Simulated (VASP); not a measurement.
# NaF (Fm-3m) in VASP: single point with LDA

Aim: the single point of NaF with LDA.

Program: VASP 6.6.1. These are calculated values, not measurements. Logs are shortened: lines on timing, memory, paths and dates and some standing lists are left out, and cuts for length are marked.

## (1) The cell of the first run

It takes space group Fm-3m (No. 225, cubic). The conventional cell has a = 4.647 Å, b = 4.647 Å, c = 4.647 Å, α = 90.00°, β = 90.00°, γ = 90.00°. Within 3.1 Å of Na (site symmetry m-3m) lie 6 F at 2.32 Å. Within 3.1 Å of F (site symmetry m-3m) lie 6 Na at 2.32 Å.

## (2) Single point, LDA

File INCAR:

```
SYSTEM = NaF
ALGO = Normal ; EDIFF = 1E-6
ENCUT = 520 ; ISIF = 2
ISMEAR = 0 ; LASPH = .True.
LCHARG = .True. ; LELF = .True.
LREAL = .False. ; LVHAR = .True.
LWAVE = .False. ; NBANDS = 14
NELM = 80 ; PREC = Accurate
SIGMA = 0.05
```

File KPOINTS:

```
k-points
0
Gamma
  8 8 8
  0 0 0
```

File POSCAR:

```
NaF
1.0
    0.0000000000      2.3233000000      2.3233000000
    2.3233000000      0.0000000000      2.3233000000
    2.3233000000      2.3233000000      0.0000000000
Na F
1 1
Direct
    0.0000000000      0.0000000000      0.0000000000
    0.5000000000      0.5000000000      0.5000000000
```

Potentials or basis: VASP PAW LDA potentials, release 64 (Na_pv, F).

Started as:

```bash
cat potpaw_LDA.64/Na_pv/POTCAR potpaw_LDA.64/F/POTCAR > POTCAR
mpirun -np 1 vasp_std > vasp.out
```

OUTCAR:

```text
SYSTEM = NaF
   EDIFF = 1E-6
   ENCUT = 520
   ISIF = 2
   ISMEAR = 0
   LASPH = .True.
   LREAL = .False.
   NELM = 80
   PREC = Accurate

 ion  position               nearest neighbor table
   1  0.000  0.000  0.000-   2 2.32   2 2.32   2 2.32   2 2.32   2 2.32   2 2.32
   2  0.500  0.500  0.500-   1 2.32   1 2.32   1 2.32   1 2.32   1 2.32   1 2.32

  LATTYP: Found a face centered cubic cell.
 ALAT       =     4.6466000000

  Lattice vectors:

 A1 = (   0.0000000000,   2.3233000000,   2.3233000000)
 A2 = (   2.3233000000,   0.0000000000,   2.3233000000)
 A3 = (   2.3233000000,   2.3233000000,   0.0000000000)

Analysis of symmetry for initial positions (statically):
=====================================================================
 Subroutine PRICEL returns:
 Original cell was already a primitive cell.

 Routine SETGRP: Setting up the symmetry group for a
 face centered cubic supercell.

 Subroutine GETGRP returns: Found 48 space group operations
 (whereof 48 operations were pure point group operations)
 out of a pool of 48 trial point group operations.

The static configuration has the point symmetry O_h .

Analysis of symmetry for dynamics (positions and initial velocities):
=====================================================================
 Subroutine PRICEL returns:
 Original cell was already a primitive cell.

 Routine SETGRP: Setting up the symmetry group for a
 face centered cubic supercell.

 Subroutine GETGRP returns: Found 48 space group operations
 (whereof 48 operations were pure point group operations)
 out of a pool of 48 trial point group operations.

The dynamic configuration has the point symmetry O_h .

 Subroutine INISYM returns: Found 48 space group operations
 (whereof 48 operations are pure point group operations),
 and found     1 'primitive' translations

----------------------------------------------------------------------------------------

                                     Primitive cell

  volume of cell :      25.0811

  direct lattice vectors                    reciprocal lattice vectors
     0.000000000  2.323300000  2.323300000    -0.215211122  0.215211122  0.215211122
     2.323300000  0.000000000  2.323300000     0.215211122 -0.215211122  0.215211122
     2.323300000  2.323300000  0.000000000     0.215211122  0.215211122 -0.215211122

  length of vectors
     3.285642369  3.285642369  3.285642369     0.372756598  0.372756598  0.372756598

  position of ions in fractional coordinates (direct lattice)
     0.000000000  0.000000000  0.000000000
     0.500000000  0.500000000  0.500000000

  ion indices of the primitive-cell ions
   primitive index   ion index
                 1           1
                 2           2

----------------------------------------------------------------------------------------

 KPOINTS: k-points

Automatic generation of k-mesh.
 Grid dimensions read from file:
 generate k-points for:    8    8    8

 Generating k-lattice:

  Cartesian coordinates                     Fractional coordinates (reciprocal lattice)
    -0.026901390  0.026901390  0.026901390     0.125000000  0.000000000  0.000000000
     0.026901390 -0.026901390  0.026901390     0.000000000  0.125000000  0.000000000
     0.026901390  0.026901390 -0.026901390     0.000000000  0.000000000  0.125000000

  Length of vectors
     0.046594575  0.046594575  0.046594575

  Shift w.r.t. Gamma in fractional coordinates (k-lattice)
     0.000000000  0.000000000  0.000000000

 Subroutine IBZKPT returns following result:
 ===========================================

 Found     29 irreducible k-points:

 Following reciprocal coordinates:
            Coordinates               Weight
  0.000000  0.000000  0.000000      1.000000
  0.125000  0.000000  0.000000      8.000000
  0.250000  0.000000  0.000000      8.000000
  0.375000  0.000000  0.000000      8.000000
  0.500000  0.000000  0.000000      4.000000
  0.125000  0.125000  0.000000      6.000000
[... 16 lines left out ...]
  0.500000  0.250000  0.125000     48.000000
 -0.375000  0.250000  0.125000     24.000000
 [... further k-points ...]
   k-points           NKPTS =     29   k-points in BZ     NKDIM =     29   number of bands    NBANDS=     14
   number of dos      NEDOS =    301   number of ions     NIONS =      2
   total plane-waves  NPLWV =  13824
   dimension x,y,z NGX =    24 NGY =   24 NGZ =   24
   dimension x,y,z NGXF=    48 NGYF=   48 NGZF=   48
   ions per type =               1   1
   NGX,Y,Z   is equivalent  to a cutoff of  12.14, 12.14, 12.14 a.u.
   NGXF,Y,Z  is equivalent  to a cutoff of  24.29, 24.29, 24.29 a.u.
 SYSTEM =  NaF
   PREC   = accura    normal or accurate (medium, high low for compatibility)
   ISTART =      0    job   : 0-new  1-cont  2-samecut
   ICHARG =      2    charge: 1-file 2-atom 10-const
   ISPIN  =      1    spin polarized calculation?
   LNONCOLLINEAR =      F non collinear calculations
   LSORBIT =      F    spin-orbit coupling
   LASPH  =      T    aspherical Exc in radial PAW
   ENCUT  =  520.0 eV  38.22 Ry    6.18 a.u.   6.11  6.11  6.11*2*pi/ulx,y,z
   NELM   =     80;   NELMIN=  2; NELMDL= -5     # of ELM steps
   EDIFF  = 0.1E-05   stopping-criterion for ELM
   LREAL  =      F    real-space projection
   EDIFFG = 0.1E-04   stopping-criterion for IOM
   NSW    =      0    number of steps for IOM
   IBRION =     -1    ionic relax: 0-MD 1-quasi-New 2-CG
   NFREE  =      0    steps in history (QN), initial steepest desc. (CG)
   ISIF   =      2    stress and relaxation
   ISYM   =      2    0-nonsym 1-usesym 2-fastsym
   POTIM  = 0.5000    time-step for ionic-motion
   TEBEG  =    0.0;   TEEND  =   0.0 temperature during run
   PSTRESS=    0.0 pullay stress
   NELECT =      14.0000    total number of electrons
   NUPDOWN=      -1.0000    fix difference up-down
   EMIN   =  10.00;   EMAX   =-10.00  energy-range for DOS
   EFERMI =   0.00;   METHOD = LEGACY
   ISMEAR =     0;   SIGMA  =   0.05  broadening in eV -4-tet -1-fermi 0-gaus
   EFERMI_NEDOS =   21; number of points for ismear=-14 and -15
   IALGO  =     38    algorithm
   IMIX   =      4    mixing-type and parameters
     AMIX     =   0.40;   BMIX     =  1.00
     AMIX_MAG =   1.60;   BMIX_MAG =  1.00
  volume/ion in A,a.u.               =      12.54        84.63
  Fermi-wavevector in a.u.,A,eV,Ry     =   1.347935  2.547227 24.720809  1.816928
  Thomas-Fermi vector in A             =   2.475645
   LORBIT       =      0    0 simple, 1 ext, 2 COOP (PROOUT), +10 PAW based schemes
   GGA     = CA    functional components
   LHFCALC =     F    Hartree Fock is set to
   AEXX    =    0.0000 exact exchange contribution
   IVDW    =     0    specifies the selected vdW correction
   LEPSILON=     F    determine dielectric tensor
   LRPA    =     F    only Hartree local field effects (RPA)
 non-spin polarized calculation
 Gauss-broadening in eV      SIGMA  =   0.05
  energy-cutoff  :      520.00
  volume of cell :       25.08
 maximum number of plane-waves:       692
   NGX = 13   NGY = 13   NGZ = 13

 number of electron      13.9999978 magnetization

 Free energy of the ion-electron system (eV)
  ---------------------------------------------------
  ext. energy  EPLUGINS =         0.00000000
  ---------------------------------------------------
  free energy    TOTEN  =        -9.29976021 eV

  energy without entropy =       -9.29976021  energy(sigma->0) =       -9.29976021

 E-fermi :  -2.2308     XC(G=0):  -9.9032

 val. band max:       -2.5468082253   @ k =   0.0000   0.0000   0.0000
 cond. band min:       3.3659949952   @ k =   0.0000   0.0000   0.0000
 fundamental gap:      5.9128032205
 Fermi energy:        -2.2307595465

 k-point     1 :       0.0000    0.0000    0.0000
  band No.  band energies     occupation
      1     -21.3311      2.00000
      2     -21.3311      2.00000
      3     -21.3311      2.00000
      4     -21.2926      2.00000
      5      -2.5468      2.00000
      6      -2.5468      2.00000
      7      -2.5468      2.00000
      8       3.3660      0.00000
      9      15.9313      0.00000
     10      15.9313      0.00000
     11      15.9313      0.00000
     12      18.7249      0.00000
     13      20.9448      0.00000
     14      20.9448      0.00000

 k-point     2 :       0.1250    0.0000    0.0000
  band No.  band energies     occupation
      1     -21.6245      2.00000
      2     -21.3330      2.00000
      3     -21.3330      2.00000
      4     -20.9781      2.00000
      5      -2.8572      2.00000
      6      -2.5859      2.00000
      7      -2.5859      2.00000
      8       3.9179      0.00000
      9      14.1911      0.00000
     10      16.1660      0.00000
     11      16.1660      0.00000
     12      20.3542      0.00000
     13      20.3542      0.00000
     14      20.6060      0.00000

 k-point     3 :       0.2500    0.0000    0.0000
  band No.  band energies     occupation
      1     -21.8731      2.00000
      2     -21.3376      2.00000
      3     -21.3376      2.00000
      4     -20.6759      2.00000
      5      -3.4806      2.00000
      6      -2.6790      2.00000
      7      -2.6790      2.00000
      8       5.2327      0.00000
      9      12.1100      0.00000
     10      16.6793      0.00000
     11      16.6793      0.00000
     12      19.6839      0.00000
     13      19.6839      0.00000
     14      21.2359      0.00000
[... 324 lines left out ...]
 k-point    23 :       0.5000    0.2500    0.1250
  band No.  band energies     occupation
      1     -21.9096      2.00000
      2     -21.3846      2.00000
      3     -21.3559      2.00000
      4     -20.5553      2.00000
      5      -3.8275      2.00000
      6      -3.0634      2.00000
      7      -2.8536      2.00000
      8       7.6939      0.00000
      9      10.5630      0.00000
     10      14.3641      0.00000
     11      16.2091      0.00000
     12      18.5026      0.00000
     13      20.5464      0.00000
     14      24.6635      0.00000

 k-point    24 :      -0.3750    0.2500    0.1250
  band No.  band energies     occupation
      1     -21.9273      2.00000
      2     -21.3879      2.00000
      3     -21.3631      2.00000
      4     -20.5204      2.00000
      5      -3.9006      2.00000
      6      -3.1433      2.00000
      7      -2.8929      2.00000
      8       8.7875      0.00000
      9       9.7167      0.00000
     10      14.0742      0.00000
     11      15.9151      0.00000
     12      19.1021      0.00000
     13      20.1257      0.00000
     14      24.8556      0.00000

 [... further k-points ...]
[... 5 lines left out ...]
  --------------------------------------------------------------------------------------
  -------------------------------------------------------------------------------------
  Total       -0.7413646     -0.7413646     -0.7413646     -0.0000000      0.0000000     -0.0000000
  in kB      -47.3583462    -47.3583462    -47.3583462     -0.0000000      0.0000000     -0.0000000
  external PRESSURE =     -47.3583462 kB  Pullay stress =       0.0000000 kB

 VOLUME and BASIS-vectors are now :
 -----------------------------------------------------------------------------
  energy-cutoff  :      520.00
  volume of cell :       25.08
      direct lattice vectors                 reciprocal lattice vectors
     0.000000000  2.323300000  2.323300000    -0.215211122  0.215211122  0.215211122
     2.323300000  0.000000000  2.323300000     0.215211122 -0.215211122  0.215211122
     2.323300000  2.323300000  0.000000000     0.215211122  0.215211122 -0.215211122

 POSITION                                       TOTAL-FORCE (eV/Angst)
 -----------------------------------------------------------------------------------
      0.00000      0.00000      0.00000         0.000000      0.000000     -0.000000
      2.32330      2.32330      2.32330         0.000000     -0.000000      0.000000
 -----------------------------------------------------------------------------------
    total drift:                                0.000000     -0.000000      0.000000

  FREE ENERGIE OF THE ION-ELECTRON SYSTEM (eV)
  ---------------------------------------------------
  free  energy   TOTEN  =        -9.2997602117 eV

  energy  without entropy=       -9.2997602117  energy(sigma->0) =       -9.29976021
```

Wall time 2.6 s (1 thread of Intel Xeon 6975P-C (Granite Rapids), shared host); peak memory 0.12 GiB.

Results:

```yaml
Free_energy: -9.2998 eV
Pressure: -4.7 GPa
Band_gap_on_the_k_mesh: 5.91 eV, direct
```

Levels at points of the mesh, in eV from the valence-band top:
```tsv
k point	band 3	band 4	band 5	band 6	band 7	band 8	band 9	band 10	band 11	band 12
(0.00, 0.00, 0.00)	-18.78	-18.75	0.00	0.00	0.00	5.91	18.48	18.48	18.48	21.27
(0.50, 0.00, 0.00)	-18.80	-17.84	-1.64	-0.26	-0.26	10.33	12.03	19.58	19.58	22.36
(0.50, 0.50, 0.00)	-18.84	-18.48	-1.32	-0.42	-0.42	12.68	12.81	13.16	19.22	19.22
```

Expect the measured gap to be larger: semilocal functionals such as LDA lack the derivative discontinuity.
